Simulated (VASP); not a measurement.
# Ir (P6/mmm) in VASP: a series of runs

Runs on Ir. Level: revPBE. Tasks: single point.

Program: VASP 6.6.1. These are calculated values, not measurements. Logs are shortened: lines on timing, memory, paths and dates and some standing lists are left out, and cuts for length are marked.

## 1. The cell of the first run

The structure is hexagonal, space group P6/mmm (No. 191). Conventional cell: a = 4.450 Å, b = 4.450 Å, c = 2.749 Å, α = 90.00°, β = 90.00°, γ = 120.00°. Within 3.6 Å of Ir (site symmetry 6/mmm) lie 14 Ir at 2.75 to 2.91 Å. Ir (site symmetry -6m2) has 11 Ir at 2.57 to 2.91 Å within 3.4 Å.

## 2. Single point, revPBE (volume scaled by 1.04)

Input file INCAR:

```
SYSTEM = Ir
PREC = Accurate ; ENCUT = 520
EDIFF = 1E-6 ; ISMEAR = -1
SIGMA = 0.1 ; LREAL = .False.
LASPH = .True. ; NELM = 60
ALGO = Normal ; ISIF = 2
LWAVE = .False. ; LCHARG = .False.
GGA = RE ; NBANDS = 20
```

Input file KPOINTS:

```
Automatic mesh
0
Gamma
  11 11 15
  0 0 0
```

Input file POSCAR:

```
Ir
1.0
    4.4497154953      0.0000000000      0.0000000000
   -2.2248577476      3.8535666585      0.0000000000
    0.0000000000      0.0000000000      2.7490170038
Ir
3
Direct
    0.0000000000      1.0000000000      0.0000000000
    0.3333333333      0.6666666667      0.5000000000
    0.6666666667      0.3333333333      0.5000000000
```

Potentials or basis: VASP PAW PBE potentials, release 64 (Ir).

The run is started by

```console
cat potpaw_PBE.64/Ir/POTCAR > POTCAR
mpirun -np 1 vasp_std > vasp.out
```

OUTCAR:

```text
SYSTEM = Ir
   PREC = Accurate
   ENCUT = 520
   EDIFF = 1E-6
   ISMEAR = -1
   LREAL = .False.
   LASPH = .True.
   NELM = 60
   ISIF = 2
   GGA = RE

 ion  position               nearest neighbor table
   1  0.000  0.000  0.000-   2 2.91   3 2.91   2 2.91   3 2.91   2 2.91   2 2.91   3 2.91   3 2.91
                             3 2.91   3 2.91   2 2.91   2 2.91
   2  0.333  0.667  0.500-   3 2.57   3 2.57   3 2.57   1 2.91   1 2.91   1 2.91   1 2.91   1 2.91
                             1 2.91
   3  0.667  0.333  0.500-   2 2.57   2 2.57   2 2.57   1 2.91   1 2.91   1 2.91   1 2.91   1 2.91
                             1 2.91

  LATTYP: Found a hexagonal cell.
 ALAT       =     4.4497154953
 C/A-ratio  =     0.6177961280

  Lattice vectors:

 A1 = (   4.4497154953,   0.0000000000,   0.0000000000)
 A2 = (  -2.2248577476,   3.8535666585,   0.0000000000)
 A3 = (   0.0000000000,   0.0000000000,   2.7490170038)

Analysis of symmetry for initial positions (statically):
=====================================================================
 Subroutine PRICEL returns:
 Original cell was already a primitive cell.

 Routine SETGRP: Setting up the symmetry group for a
 hexagonal supercell.

 Subroutine GETGRP returns: Found 24 space group operations
 (whereof 24 operations were pure point group operations)
 out of a pool of 24 trial point group operations.

The static configuration has the point symmetry D_6h.

Analysis of symmetry for dynamics (positions and initial velocities):
=====================================================================
 Subroutine PRICEL returns:
 Original cell was already a primitive cell.

 Routine SETGRP: Setting up the symmetry group for a
 hexagonal supercell.

 Subroutine GETGRP returns: Found 24 space group operations
 (whereof 24 operations were pure point group operations)
 out of a pool of 24 trial point group operations.

The dynamic configuration has the point symmetry D_6h.

 Subroutine INISYM returns: Found 24 space group operations
 (whereof 24 operations are pure point group operations),
 and found     1 'primitive' translations

----------------------------------------------------------------------------------------

                                     Primitive cell

  volume of cell :      47.1382

  direct lattice vectors                    reciprocal lattice vectors
     4.449715495  0.000000000  0.000000000     0.224733469  0.129749929  0.000000000
    -2.224857748  3.853566659  0.000000000     0.000000000  0.259499858  0.000000000
     0.000000000  0.000000000  2.749017004     0.000000000  0.000000000  0.363766393

  length of vectors
     4.449715495  4.449715495  2.749017004     0.259499858  0.259499858  0.363766393

  position of ions in fractional coordinates (direct lattice)
     0.000000000  0.000000000  0.000000000
     0.333333333  0.666666667  0.500000000
     0.666666667  0.333333333  0.500000000

  ion indices of the primitive-cell ions
   primitive index   ion index
                 1           1
                 2           2
                 3           3

----------------------------------------------------------------------------------------

 KPOINTS: Automatic mesh

Automatic generation of k-mesh.
 Grid dimensions read from file:
 generate k-points for:   11   11   15

 Generating k-lattice:

  Cartesian coordinates                     Fractional coordinates (reciprocal lattice)
     0.020430315  0.011795448  0.000000000     0.090909091  0.000000000  0.000000000
     0.000000000  0.023590896  0.000000000     0.000000000  0.090909091  0.000000000
     0.000000000  0.000000000  0.024251093     0.000000000  0.000000000  0.066666667

  Length of vectors
     0.023590896  0.023590896  0.024251093

  Shift w.r.t. Gamma in fractional coordinates (k-lattice)
     0.000000000  0.000000000  0.000000000

 Subroutine IBZKPT returns following result:
 ===========================================

 Found    128 irreducible k-points:

 Following reciprocal coordinates:
            Coordinates               Weight
  0.000000  0.000000  0.000000      1.000000
  0.090909  0.000000  0.000000      6.000000
  0.181818  0.000000  0.000000      6.000000
  0.272727  0.000000  0.000000      6.000000
  0.363636  0.000000  0.000000      6.000000
  0.454545  0.000000  0.000000      6.000000
[... 16 lines left out ...]
  0.090909  0.090909  0.066667     12.000000
  0.181818  0.090909  0.066667     24.000000
 [... further k-points ...]
   k-points           NKPTS =    128   k-points in BZ     NKDIM =    128   number of bands    NBANDS=     20
   number of dos      NEDOS =    301   number of ions     NIONS =      3
   total plane-waves  NPLWV =  25920
   dimension x,y,z NGX =    36 NGY =   36 NGZ =   20
   dimension x,y,z NGXF=    72 NGYF=   72 NGZF=   40
   ions per type =               3
   NGX,Y,Z   is equivalent  to a cutoff of  13.45, 13.45, 12.09 a.u.
   NGXF,Y,Z  is equivalent  to a cutoff of  26.90, 26.90, 24.19 a.u.
 SYSTEM =  Ir
   PREC   = accura    normal or accurate (medium, high low for compatibility)
   ISTART =      0    job   : 0-new  1-cont  2-samecut
   ICHARG =      2    charge: 1-file 2-atom 10-const
   ISPIN  =      1    spin polarized calculation?
   LNONCOLLINEAR =      F non collinear calculations
   LSORBIT =      F    spin-orbit coupling
   LASPH  =      T    aspherical Exc in radial PAW
   ENCUT  =  520.0 eV  38.22 Ry    6.18 a.u.   8.27  8.27  5.11*2*pi/ulx,y,z
   NELM   =     60;   NELMIN=  2; NELMDL= -5     # of ELM steps
   EDIFF  = 0.1E-05   stopping-criterion for ELM
   LREAL  =      F    real-space projection
   EDIFFG = 0.1E-04   stopping-criterion for IOM
   NSW    =      0    number of steps for IOM
   IBRION =     -1    ionic relax: 0-MD 1-quasi-New 2-CG
   NFREE  =      0    steps in history (QN), initial steepest desc. (CG)
   ISIF   =      2    stress and relaxation
   ISYM   =      2    0-nonsym 1-usesym 2-fastsym
   POTIM  = 0.5000    time-step for ionic-motion
   TEBEG  =    0.0;   TEEND  =   0.0 temperature during run
   PSTRESS=    0.0 pullay stress
   NELECT =      27.0000    total number of electrons
   NUPDOWN=      -1.0000    fix difference up-down
   EMIN   =  10.00;   EMAX   =-10.00  energy-range for DOS
   EFERMI =   0.00;   METHOD = LEGACY
   ISMEAR =    -1;   SIGMA  =   0.10  broadening in eV -4-tet -1-fermi 0-gaus
   EFERMI_NEDOS =   21; number of points for ismear=-14 and -15
   IALGO  =     38    algorithm
   IMIX   =      4    mixing-type and parameters
     AMIX     =   0.40;   BMIX     =  1.00
     AMIX_MAG =   1.60;   BMIX_MAG =  1.00
  volume/ion in A,a.u.               =      15.71       106.03
  Fermi-wavevector in a.u.,A,eV,Ry     =   1.359581  2.569236 25.149849  1.848462
  Thomas-Fermi vector in A             =   2.486317
   LORBIT       =      0    0 simple, 1 ext, 2 COOP (PROOUT), +10 PAW based schemes
   GGA     = RE    functional components
   LHFCALC =     F    Hartree Fock is set to
   AEXX    =    0.0000 exact exchange contribution
   IVDW    =     0    specifies the selected vdW correction
   LEPSILON=     F    determine dielectric tensor
   LRPA    =     F    only Hartree local field effects (RPA)
 non-spin polarized calculation
  energy-cutoff  :      520.00
  volume of cell :       47.14
 maximum number of plane-waves:      1289
 NGX is ok and might be reduce to    36
   NGX = 17   NGY = 17   NGZ = 11

 number of electron      26.9999999 magnetization

 Free energy of the ion-electron system (eV)
  ---------------------------------------------------
  ext. energy  EPLUGINS =         0.00000000
  ---------------------------------------------------
  free energy    TOTEN  =       -24.00388421 eV

  energy without entropy =      -23.83538011  energy(sigma->0) =      -23.91963216

 E-fermi :   8.7290     XC(G=0): -13.3169

 val. band max:        8.7239413245   @ k =   0.3636   0.0000   0.2667
 cond. band min:       8.7312895849   @ k =   0.3636   0.0000   0.0667
 fundamental gap:      0.0073482604
 Fermi energy:         8.7289803464

 k-point     1 :       0.0000    0.0000    0.0000
  band No.  band energies     occupation
      1      -1.2718      2.00000
      2       2.3868      2.00000
      3       4.4281      2.00000
      4       4.6593      2.00000
      5       4.6593      2.00000
      6       4.6813      2.00000
[... 12 lines left out ...]
     19      16.6950      0.00000
     20      16.6951      0.00000

 k-point     2 :       0.0909    0.0000    0.0000
  band No.  band energies     occupation
      1      -1.1525      2.00000
      2       2.4209      2.00000
      3       3.9653      2.00000
      4       4.2844      2.00000
      5       4.3475      2.00000
      6       4.9263      2.00000
[... 12 lines left out ...]
     19      15.2586      0.00000
     20      16.1315      0.00000

 k-point     3 :       0.1818    0.0000    0.0000
  band No.  band energies     occupation
      1      -0.8037      2.00000
      2       2.4798      2.00000
      3       3.3169      2.00000
      4       3.9972      2.00000
      5       4.0358      2.00000
      6       4.8980      2.00000
[... 12 lines left out ...]
     19      15.0369      0.00000
     20      16.8118      0.00000

 k-point     4 :       0.2727    0.0000    0.0000
  band No.  band energies     occupation
      1      -0.2534      2.00000
      2       2.3193      2.00000
      3       2.9858      2.00000
      4       3.6196      2.00000
      5       3.9124      2.00000
      6       4.7345      2.00000
[... 12 lines left out ...]
     19      15.2672      0.00000
     20      18.0897      0.00000

 k-point     5 :       0.3636    0.0000    0.0000
  band No.  band energies     occupation
      1       0.4463      2.00000
      2       1.9595      2.00000
      3       2.7074      2.00000
      4       3.5282      2.00000
      5       3.8871      2.00000
      6       4.4674      2.00000
[... 12 lines left out ...]
     19      15.4712      0.00000
     20      19.8150      0.00000
[... 353 lines left out ...]
      6       4.5502      2.00000
[... 12 lines left out ...]
     19      15.4453      0.00000
     20      19.8925      0.00000

 k-point    22 :       0.4545    0.0000    0.0667
  band No.  band energies     occupation
      1       1.2994      2.00000
      2       1.8374      2.00000
      3       2.2103      2.00000
      4       3.8525      2.00000
      5       3.8933      2.00000
      6       4.2092      2.00000
[... 12 lines left out ...]
     19      15.5612      0.00000
     20      21.8872      0.00000

 k-point    23 :       0.0909    0.0909    0.0667
  band No.  band energies     occupation
      1      -0.8017      2.00000
      2       2.6071      2.00000
      3       3.6396      2.00000
      4       3.6551      2.00000
      5       4.4884      2.00000
      6       4.9240      2.00000
[... 12 lines left out ...]
     19      15.5237      0.00000
     20      16.3458      0.00000

 k-point    24 :       0.1818    0.0909    0.0667
  band No.  band energies     occupation
      1      -0.3569      2.00000
      2       2.5679      2.00000
      3       3.1406      2.00000
      4       3.4228      2.00000
      5       4.3077      2.00000
      6       4.9373      2.00000
[... 12 lines left out ...]
     19      15.7627      0.00000
     20      17.2017      0.00000

 [... further k-points ...]
[... 5 lines left out ...]
  --------------------------------------------------------------------------------------
  -------------------------------------------------------------------------------------
  Total       -3.2303063     -3.2303063     -3.0348532     -0.0000000      0.0000000     -0.0000000
  in kB     -109.7947931   -109.7947931   -103.1515437     -0.0000000      0.0000000     -0.0000000
  external PRESSURE =    -107.5803766 kB  Pullay stress =       0.0000000 kB

 VOLUME and BASIS-vectors are now :
 -----------------------------------------------------------------------------
  energy-cutoff  :      520.00
  volume of cell :       47.14
      direct lattice vectors                 reciprocal lattice vectors
     4.449715495  0.000000000  0.000000000     0.224733469  0.129749929  0.000000000
    -2.224857748  3.853566659  0.000000000     0.000000000  0.259499858  0.000000000
     0.000000000  0.000000000  2.749017004     0.000000000  0.000000000  0.363766393

 POSITION                                       TOTAL-FORCE (eV/Angst)
 -----------------------------------------------------------------------------------
      0.00000      0.00000      0.00000         0.000000      0.000000     -0.000000
     -0.00000      2.56904      1.37451        -0.000000     -0.000000      0.000000
      2.22486      1.28452      1.37451         0.000000      0.000000     -0.000000
 -----------------------------------------------------------------------------------
    total drift:                                0.000000      0.000000     -0.000000

  FREE ENERGIE OF THE ION-ELECTRON SYSTEM (eV)
  ---------------------------------------------------
  free  energy   TOTEN  =       -24.0038842138 eV

  energy  without entropy=      -23.8353801091  energy(sigma->0) =      -23.91963216
```

Run time: 1.7 min. Hardware: 1 thread of AMD EPYC 9R45 (Zen 5), shared host; peak memory 0.2 GiB.

What came out:

```
Free energy : -24.0039 eV
Pressure    : -10.8 GPa
```

Stress tensor (GPa, compression positive):
```
-10.98   0.00   0.00
  0.00 -10.98   0.00
  0.00   0.00 -10.32
```

Levels at points of the mesh, in eV from the Fermi level:
| k point | band 10 | band 11 | band 12 | band 13 | band 14 | band 15 | band 16 | band 17 | band 18 | band 19 |
| --- | --- | --- | --- | --- | --- | --- | --- | --- | --- | --- |
| (0.00, 0.00, 0.00) | -2.70 | -1.83 | -1.83 | -1.77 | -1.77 | 1.01 | 1.01 | 5.65 | 6.90 | 7.97 |

Caveat: the PAW data sets were made with another functional, which shifts forces and pressure a little; spin-orbit coupling is left out, which moves the levels of the heavy elements.

## 3. Single point, revPBE (volume scaled by 1.08)

Input file INCAR:

```
SYSTEM = Ir
  PREC = Accurate
  ENCUT = 520
  EDIFF = 1E-6
  ISMEAR = -1
  SIGMA = 0.1
  LREAL = .False.
  LASPH = .True.
  NELM = 60
  ALGO = Normal
  ISIF = 2
  LWAVE = .False.
  LCHARG = .False.
  GGA = RE
  NBANDS = 20
```

KPOINTS is that of step 2.

Input file POSCAR:

```
Ir
1.0
    4.5060469879      0.0000000000      0.0000000000
   -2.2530234939      3.9023511622      0.0000000000
    0.0000000000      0.0000000000      2.7838183818
Ir
3
Direct
    0.0000000000      1.0000000000      0.0000000000
    0.3333333333      0.6666666667      0.5000000000
    0.6666666667      0.3333333333      0.5000000000
```

Potentials or basis: VASP PAW PBE potentials, release 64 (Ir).

The run is started by

```console
cat potpaw_PBE.64/Ir/POTCAR > POTCAR
mpirun -np 1 vasp_std > vasp.out
```

It took 1.8 min on 1 thread of AMD EPYC 9R45 (Zen 5), shared host; peak memory 0.22 GiB.

Results (log left out):

```yaml
Free_energy: -23.8324 eV
Pressure: -19.3 GPa
```

Stress tensor (GPa, compression positive):
```
-19.89   0.00   0.00
  0.00 -19.89   0.00
  0.00   0.00 -18.26
```

Levels at points of the mesh, in eV from the Fermi level:
```tsv
k point	band 12	band 13	band 14	band 15	band 16	band 17
(0.00, 0.00, 0.00)	-1.72	-1.66	-1.66	0.94	0.94	5.40
```

Caveat: the PAW data sets were made with another functional, which shifts forces and pressure a little; spin-orbit coupling is left out, which moves the levels of the heavy elements.

[end of part 1 of 2]
